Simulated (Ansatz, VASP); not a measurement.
## One calculation of C, two programs

```
C
1.0
     4.26940    0.00000    0.00000
     0.00000    2.46492    0.00000
    -1.48616    0.00000    3.37395
C
4
Direct
  0.83341 0.00000 0.00022
  0.66659 0.50000 0.99978
  0.33341 0.50000 0.00022
  0.16659 0.00000 0.99978
```

Change from the starting cell: shear of c along a, cell held, atoms relaxed: -2.0 %.

Alike in both runs: functional PBE; dispersion D3(BJ); k mesh 8 × 12 × 8; occupations gaussian, width 0.02 eV; no spin polarisation.

Ansatz relaxed the structure, and its values are those at the end. VASP's run is a single point on that final structure, the one shown.

|  | VASP | Ansatz |
| --- | --- | --- |
| version | VASP 6.6.1 | Ansatz 0.2.0 |
| potentials or method | VASP PAW PBE potentials, release 64 (C), cutoff 520 eV | scalar-relativistic, plane waves, PAW |
| valence electrons in the cell | 16 | 16 |

Ansatz gave:

* gap on the k mesh at the Fermi level (eV): 0.59
* least direct gap on the mesh (eV): 0.61
* pressure (GPa): 0.0

What did VASP give for the same quantities?

gap on the k mesh at the Fermi level (eV): 0.59; least direct gap on the mesh (eV): 0.61; pressure (GPa): 0.4.

Ansatz's warnings: stress scf threshold loose.
